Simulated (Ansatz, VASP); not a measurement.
## One calculation of Pb, two programs

INCAR

```
  ALGO = Normal
  EDIFF = 1E-6
  ENCUT = 520
  GGA = PE
  ISIF = 2
  ISMEAR = -1
  LASPH = True
  LCHARG = False
  LREAL = False
  LWAVE = False
  NBANDS = 36
  NELM = 100
  PREC = Accurate
  SIGMA = 0.05
```

File KPOINTS:

```
k-points
0
Gamma
  9 9 3
```

The input POSCAR:

```
Pb
1.0
    3.4767337338      0.0000000000      0.0000000000
   -1.7383668669      3.0109397357      0.0000000000
    0.0000000000      0.0000000000     11.3398816597
Pb
4
Direct
    0.6666666667      0.3333333333      0.7500000000
    0.0000000000      0.0000000000      0.5000000000
    0.3333333333      0.6666666667      0.2500000000
    0.0000000000      0.0000000000      0.0000000000
```

input.yaml

```yaml
crystal:
  lattice:
    - [3.4767337338, 0.0, 0.0]
    - [-1.7383668669, 3.0109397357, 0.0]
    - [0.0, 0.0, 11.3398816597]
  atoms:
    - { symbol: Pb, position: [0.6666666667, 0.3333333333, 0.75] }
    - { symbol: Pb, position: [0.0, 0.0, 0.5] }
    - { symbol: Pb, position: [0.3333333333, 0.6666666667, 0.25] }
    - { symbol: Pb, position: [0.0, 0.0, 0.0] }
hamiltonian:
  xc: pbe
  pseudopotentials: { kind: paw }
kpoints:
  mp_grid: { grid: [9, 9, 3] }
scf:
  occupations: { method: fermi_dirac, width: 0.05 }
output:
  forces: true
  stress: true
  eigenvalues: true
```

Alike in both runs: task single point; functional PBE; k mesh 9 × 9 × 3; occupations fermi-dirac, width 0.05 eV; no spin polarisation.

|  | VASP | Ansatz |
| --- | --- | --- |
| version | VASP 6.6.1 | Ansatz 0.2.0 |
| potentials or method | VASP PAW PBE potentials, release 64 (Pb_d) | Ansatz PAW |
| plane-wave cutoff (eV) | 520 | 420 |
| valence electrons in the cell | 56 | 56 |

Ansatz gave:

| Property | Result |
| --- | --- |
| gap on the k mesh at the Fermi level (eV) | none |
| pressure (GPa) | 3.3 |
| traceless stress, the component that is largest in VASP (GPa) | 0.39 |

Task: What did VASP give for the same quantities?

Result: gap on the k mesh at the Fermi level (eV): none; pressure (GPa): 3.3; traceless stress, the component that is largest in VASP (GPa): 0.38.

A gap of «none» marks a metal or a gap that the smearing closes. With one functional, cell and mesh, what is left measures potentials, basis and numerics.

Neither program's run includes spin-orbit coupling.
